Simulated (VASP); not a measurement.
# Mn3Si (Fm-3m) in VASP: single point with LDA

Aim: the single point of Mn3Si with LDA.

Everything below comes from runs of VASP 6.6.1. Logs are shortened: lines on timing, memory, paths and dates and some standing lists are left out, and cuts for length are marked.

## Step 1: The cell of the first run

It takes space group Fm-3m (No. 225, cubic). The conventional cell has a = 5.722 Å, b = 5.722 Å, c = 5.722 Å, α = 90.00°, β = 90.00°, γ = 90.00°. Within 3.3 Å of Mn (site symmetry m-3m) lie 8 Mn at 2.48 Å and 6 Si at 2.86 Å. Within 3.3 Å of Mn (site symmetry -43m) lie 10 Mn at 2.48 to 2.86 Å and 4 Si at 2.48 Å. Si (site symmetry m-3m) has 14 Mn at 2.48 to 2.86 Å within 3.3 Å.

## Step 2: Single point, LDA, collinear spin, ferromagnetic start

INCAR reads:

```
  PREC = Accurate
  ENCUT = 500
  EDIFF = 1E-6
  ISMEAR = -1
  SIGMA = 0.1
  LREAL = F
  LASPH = T
  NELM = 200
  ALGO = Normal
  ISIF = 2
  LWAVE = F
  LCHARG = F
  ISPIN = 2
  MAGMOM = 2.8 2.8 2.8 0
  LORBIT = 11
  LMAXMIX = 4
  GGA = CA
  NBANDS = 34
  GGA_COMPAT = F
```

KPOINTS reads:

```
Automatic mesh
0
Gamma
  7 7 7
```

POSCAR reads:

```
Mn3Si
1.0
    0.0000000000      2.8610000000      2.8610000000
    2.8610000000      0.0000000000      2.8610000000
    2.8610000000      2.8610000000      0.0000000000
Mn Si
3 1
Direct
    0.5000000000      0.5000000000      0.5000000000
    0.2500000000      0.2500000000      0.2500000000
    0.7500000000      0.7500000000      0.7500000000
    0.0000000000      0.0000000000      0.0000000000
```

Potentials or basis: VASP PAW LDA potentials, release 64 (Mn_pv, Si).

Launch:

```bash
$ cat potpaw_LDA.64/Mn_pv/POTCAR potpaw_LDA.64/Si/POTCAR > POTCAR
$ mpirun -np 1 vasp_std > vasp.out
```

OUTCAR:

```text
PREC = Accurate
   ENCUT = 500
   EDIFF = 1E-6
   ISMEAR = -1
   LREAL = F
   LASPH = T
   NELM = 200
   ISIF = 2
   ISPIN = 2
   LORBIT = 11
   GGA = CA

 ion  position               nearest neighbor table
   1  0.500  0.500  0.500-   2 2.48   2 2.48   2 2.48   3 2.48   3 2.48   3 2.48   3 2.48   2 2.48
                             4 2.86   4 2.86   4 2.86   4 2.86   4 2.86   4 2.86
   2  0.250  0.250  0.250-   4 2.48   4 2.48   4 2.48   1 2.48   1 2.48   1 2.48   4 2.48   1 2.48
                             3 2.86   3 2.86   3 2.86   3 2.86   3 2.86   3 2.86
   3  0.750  0.750  0.750-   1 2.48   1 2.48   1 2.48   4 2.48   4 2.48   4 2.48   4 2.48   1 2.48
                             2 2.86   2 2.86   2 2.86   2 2.86   2 2.86   2 2.86
   4  0.000  0.000  0.000-   3 2.48   3 2.48   3 2.48   2 2.48   2 2.48   2 2.48   3 2.48   2 2.48
                             1 2.86   1 2.86   1 2.86   1 2.86   1 2.86   1 2.86

  LATTYP: Found a face centered cubic cell.
 ALAT       =     5.7220000000

  Lattice vectors:

 A1 = (   0.0000000000,   2.8610000000,   2.8610000000)
 A2 = (   2.8610000000,   0.0000000000,   2.8610000000)
 A3 = (   2.8610000000,   2.8610000000,   0.0000000000)

Analysis of symmetry for initial positions (statically):
=====================================================================
 Subroutine PRICEL returns:
 Original cell was already a primitive cell.

 Routine SETGRP: Setting up the symmetry group for a
 face centered cubic supercell.

 Subroutine GETGRP returns: Found 48 space group operations
 (whereof 48 operations were pure point group operations)
 out of a pool of 48 trial point group operations.

The static configuration has the point symmetry O_h .

Analysis of symmetry for dynamics (positions and initial velocities):
=====================================================================
 Subroutine PRICEL returns:
 Original cell was already a primitive cell.

 Routine SETGRP: Setting up the symmetry group for a
 face centered cubic supercell.

 Subroutine GETGRP returns: Found 48 space group operations
 (whereof 48 operations were pure point group operations)
 out of a pool of 48 trial point group operations.

The dynamic configuration has the point symmetry O_h .

Analysis of structural, dynamic, and magnetic symmetry:
=====================================================================
 Subroutine PRICEL returns:
 Original cell was already a primitive cell.

 Routine SETGRP: Setting up the symmetry group for a
 face centered cubic supercell.

 Subroutine GETGRP returns: Found 48 space group operations
 (whereof 48 operations were pure point group operations)
 out of a pool of 48 trial point group operations.

The overall configuration has the point symmetry O_h .

 Subroutine INISYM returns: Found 48 space group operations
 (whereof 48 operations are pure point group operations),
 and found     1 'primitive' translations

----------------------------------------------------------------------------------------

                                     Primitive cell

  volume of cell :      46.8364

  direct lattice vectors                    reciprocal lattice vectors
     0.000000000  2.861000000  2.861000000    -0.174764069  0.174764069  0.174764069
     2.861000000  0.000000000  2.861000000     0.174764069 -0.174764069  0.174764069
     2.861000000  2.861000000  0.000000000     0.174764069  0.174764069 -0.174764069

  length of vectors
     4.046065002  4.046065002  4.046065002     0.302700246  0.302700246  0.302700246

  position of ions in fractional coordinates (direct lattice)
     0.500000000  0.500000000  0.500000000
     0.250000000  0.250000000  0.250000000
     0.750000000  0.750000000  0.750000000
     0.000000000  0.000000000  0.000000000

  ion indices of the primitive-cell ions
   primitive index   ion index
                 1           1
                 2           2
                 3           3
                 4           4

----------------------------------------------------------------------------------------

 KPOINTS: Automatic mesh

Automatic generation of k-mesh.
 Grid dimensions read from file:
 generate k-points for:    7    7    7

 Generating k-lattice:

  Cartesian coordinates                     Fractional coordinates (reciprocal lattice)
    -0.024966296  0.024966296  0.024966296     0.142857143  0.000000000  0.000000000
     0.024966296 -0.024966296  0.024966296     0.000000000  0.142857143  0.000000000
     0.024966296  0.024966296 -0.024966296     0.000000000  0.000000000  0.142857143

  Length of vectors
     0.043242892  0.043242892  0.043242892

  Shift w.r.t. Gamma in fractional coordinates (k-lattice)
     0.000000000  0.000000000  0.000000000

 Subroutine IBZKPT returns following result:
 ===========================================

 Found     20 irreducible k-points:

 Following reciprocal coordinates:
            Coordinates               Weight
  0.000000  0.000000  0.000000      1.000000
  0.142857  0.000000  0.000000      8.000000
  0.285714  0.000000  0.000000      8.000000
  0.428571  0.000000  0.000000      8.000000
  0.142857  0.142857  0.000000      6.000000
  0.285714  0.142857  0.000000     24.000000
[... 12 lines left out ...]
 -0.428571  0.428571  0.142857     24.000000
 -0.285714  0.428571  0.142857     24.000000
   k-points           NKPTS =     20   k-points in BZ     NKDIM =     20   number of bands    NBANDS=     34
   number of dos      NEDOS =    301   number of ions     NIONS =      4
   total plane-waves  NPLWV =  27000
   dimension x,y,z NGX =    30 NGY =   30 NGZ =   30
   dimension x,y,z NGXF=    60 NGYF=   60 NGZF=   60
   ions per type =               3   1
   NGX,Y,Z   is equivalent  to a cutoff of  12.33, 12.33, 12.33 a.u.
   NGXF,Y,Z  is equivalent  to a cutoff of  24.65, 24.65, 24.65 a.u.
 SYSTEM =  unknown system
   PREC   = accura    normal or accurate (medium, high low for compatibility)
   ISTART =      0    job   : 0-new  1-cont  2-samecut
   ICHARG =      2    charge: 1-file 2-atom 10-const
   ISPIN  =      2    spin polarized calculation?
   LNONCOLLINEAR =      F non collinear calculations
   LSORBIT =      F    spin-orbit coupling
   LASPH  =      T    aspherical Exc in radial PAW
   ENCUT  =  500.0 eV  36.75 Ry    6.06 a.u.   7.38  7.38  7.38*2*pi/ulx,y,z
   NELM   =    200;   NELMIN=  2; NELMDL= -5     # of ELM steps
   EDIFF  = 0.1E-05   stopping-criterion for ELM
   LREAL  =      F    real-space projection
   EDIFFG = 0.1E-04   stopping-criterion for IOM
   NSW    =      0    number of steps for IOM
   IBRION =     -1    ionic relax: 0-MD 1-quasi-New 2-CG
   NFREE  =      0    steps in history (QN), initial steepest desc. (CG)
   ISIF   =      2    stress and relaxation
   ISYM   =      2    0-nonsym 1-usesym 2-fastsym
   POTIM  = 0.5000    time-step for ionic-motion
   TEBEG  =    0.0;   TEEND  =   0.0 temperature during run
   PSTRESS=    0.0 pullay stress
   NELECT =      43.0000    total number of electrons
   NUPDOWN=      -1.0000    fix difference up-down
   EMIN   =  10.00;   EMAX   =-10.00  energy-range for DOS
   EFERMI =   0.00;   METHOD = LEGACY
   ISMEAR =    -1;   SIGMA  =   0.10  broadening in eV -4-tet -1-fermi 0-gaus
   EFERMI_NEDOS =   21; number of points for ismear=-14 and -15
   IALGO  =     38    algorithm
   IMIX   =      4    mixing-type and parameters
     AMIX     =   0.40;   BMIX     =  1.00
     AMIX_MAG =   1.60;   BMIX_MAG =  1.00
  volume/ion in A,a.u.               =      11.71        79.02
  Fermi-wavevector in a.u.,A,eV,Ry     =   1.591121  3.006782 34.445395  2.531665
  Thomas-Fermi vector in A             =   2.689710
   LORBIT       =     11    0 simple, 1 ext, 2 COOP (PROOUT), +10 PAW based schemes
   GGA     = CA    functional components
   LHFCALC =     F    Hartree Fock is set to
   AEXX    =    0.0000 exact exchange contribution
   IVDW    =     0    specifies the selected vdW correction
   LEPSILON=     F    determine dielectric tensor
   LRPA    =     F    only Hartree local field effects (RPA)
 spin polarized calculation
  energy-cutoff  :      500.00
  volume of cell :       46.84
 maximum number of plane-waves:      1243
 NGX is ok and might be reduce to    30
   NGX = 15   NGY = 15   NGZ = 15

 number of electron      43.0000044 magnetization       1.2181802

 Free energy of the ion-electron system (eV)
  ---------------------------------------------------
  ext. energy  EPLUGINS =         0.00000000
  ---------------------------------------------------
  free energy    TOTEN  =       -37.30719523 eV

  energy without entropy =      -37.16654395  energy(sigma->0) =      -37.23686959

 E-fermi :  10.0701     XC(G=0): -13.3983

 val. band max:       10.0544821284   @ k =  -0.2857   0.1429   0.0000
 cond. band min:      10.0720472160   @ k =  -0.1429   0.1429   0.0000
 fundamental gap:      0.0175650876
 Fermi energy:        10.0701345712

 spin component 1

 k-point     1 :       0.0000    0.0000    0.0000
  band No.  band energies     occupation
      1     -38.5928      1.00000
      2     -38.5928      1.00000
      3     -38.5928      1.00000
      4     -37.0413      1.00000
      5     -37.0413      1.00000
      6     -37.0413      1.00000
[... 25 lines left out ...]
     32      16.1210      0.00000
     33      19.5886      0.00000

 k-point     2 :       0.1429    0.0000    0.0000
  band No.  band energies     occupation
      1     -38.5940      1.00000
      2     -38.5940      1.00000
      3     -38.5929      1.00000
      4     -37.0360      1.00000
      5     -37.0360      1.00000
      6     -37.0329      1.00000
[... 25 lines left out ...]
     32      16.1715      0.00000
     33      19.2618      0.00000
[... 610 lines left out ...]
     32      20.3513      0.00000
     33      20.9544      0.00000

 k-point    20 :      -0.2857    0.4286    0.1429
  band No.  band energies     occupation
      1     -38.6071      1.00000
      2     -38.5976      1.00000
      3     -38.5920      1.00000
      4     -37.0558      1.00000
      5     -37.0266      1.00000
      6     -36.9941      1.00000
[... 25 lines left out ...]
     32      18.7211      0.00000
     33      21.3933      0.00000
 Fermi energy:        10.0701345712

 spin component 2

 k-point     1 :       0.0000    0.0000    0.0000
  band No.  band energies     occupation
      1     -37.5293      1.00000
      2     -37.5293      1.00000
      3     -37.5293      1.00000
      4     -37.4682      1.00000
      5     -37.4682      1.00000
      6     -37.4682      1.00000
[... 25 lines left out ...]
     32      16.6014      0.00000
     33      19.7639      0.00000

 k-point     2 :       0.1429    0.0000    0.0000
  band No.  band energies     occupation
      1     -37.5338      1.00000
      2     -37.5280      1.00000
      3     -37.5280      1.00000
      4     -37.4713      1.00000
      5     -37.4713      1.00000
      6     -37.4634      1.00000
[... 25 lines left out ...]
     32      16.4989      0.00000
     33      19.4399      0.00000
[... 610 lines left out ...]
     32      20.4940      0.00000
     33      20.9244      0.00000

 k-point    20 :      -0.2857    0.4286    0.1429
  band No.  band energies     occupation
      1     -37.5814      1.00000
      2     -37.5466      1.00000
      3     -37.5238      1.00000
      4     -37.4937      1.00000
      5     -37.4402      1.00000
      6     -37.4329      1.00000
[... 25 lines left out ...]
     32      18.7746      0.00000
     33      21.3594      0.00000
 [bands above 33 left out]

------------------------ aborting loop because EDIFF is reached ----------------------------------------

  FORCE on cell =-STRESS in cart. coord.  units (eV):
  Direction    XX          YY          ZZ          XY          YZ          ZX
  --------------------------------------------------------------------------------------
  -------------------------------------------------------------------------------------
  Total       -7.2015267     -7.2015267     -7.2015267      0.0000000     -0.0000000      0.0000000
  in kB     -246.3494463   -246.3494463   -246.3494463      0.0000000     -0.0000000      0.0000000
  external PRESSURE =    -246.3494463 kB  Pullay stress =       0.0000000 kB

 VOLUME and BASIS-vectors are now :
 -----------------------------------------------------------------------------
  energy-cutoff  :      500.00
  volume of cell :       46.84
      direct lattice vectors                 reciprocal lattice vectors
     0.000000000  2.861000000  2.861000000    -0.174764069  0.174764069  0.174764069
     2.861000000  0.000000000  2.861000000     0.174764069 -0.174764069  0.174764069
     2.861000000  2.861000000  0.000000000     0.174764069  0.174764069 -0.174764069

 POSITION                                       TOTAL-FORCE (eV/Angst)
 -----------------------------------------------------------------------------------
      2.86100      2.86100      2.86100         0.000000      0.000000     -0.000000
      1.43050      1.43050      1.43050        -0.000000     -0.000000     -0.000000
      4.29150      4.29150      4.29150         0.000000     -0.000000      0.000000
      0.00000      0.00000      0.00000         0.000000      0.000000     -0.000000
 -----------------------------------------------------------------------------------
    total drift:                                0.000000     -0.000000      0.000000

  FREE ENERGIE OF THE ION-ELECTRON SYSTEM (eV)
  ---------------------------------------------------
  free  energy   TOTEN  =       -37.3071952289 eV

  energy  without entropy=      -37.1665439522  energy(sigma->0) =      -37.23686959

 total charge

# of ion       s       p       d       tot
------------------------------------------
    1        0.375   6.347   5.100  11.822
    2        0.335   6.344   5.244  11.923
    3        0.335   6.344   5.244  11.923
    4        0.726   0.889   0.000   1.615
--------------------------------------------------
tot          1.771  19.924  15.587  37.282

 magnetization (x)

# of ion       s       p       d       tot
------------------------------------------
    1        0.017   0.018   2.168   2.203
    2       -0.004  -0.010  -0.510  -0.525
    3       -0.004  -0.010  -0.510  -0.525
    4        0.018   0.012   0.000   0.030
--------------------------------------------------
tot          0.026   0.010   1.147   1.183
```

It took 2.4 min on 1 thread of AMD EPYC 7R43 (Zen 3), shared host; peak memory 0.14 GiB.

Results:

```yaml
Free_energy: -37.3072 eV
Pressure: -24.6 GPa
Net_moment: 1.22 μB per cell
Site_moments: Mn +2.20, -0.53 (each value once); Si +0.03 μB
Valence_electrons_inside_the_program's_atomic_spheres: Mn 11.82, 11.92 (each value once); Si 1.61
```

Caveat: the cell stands under tension.
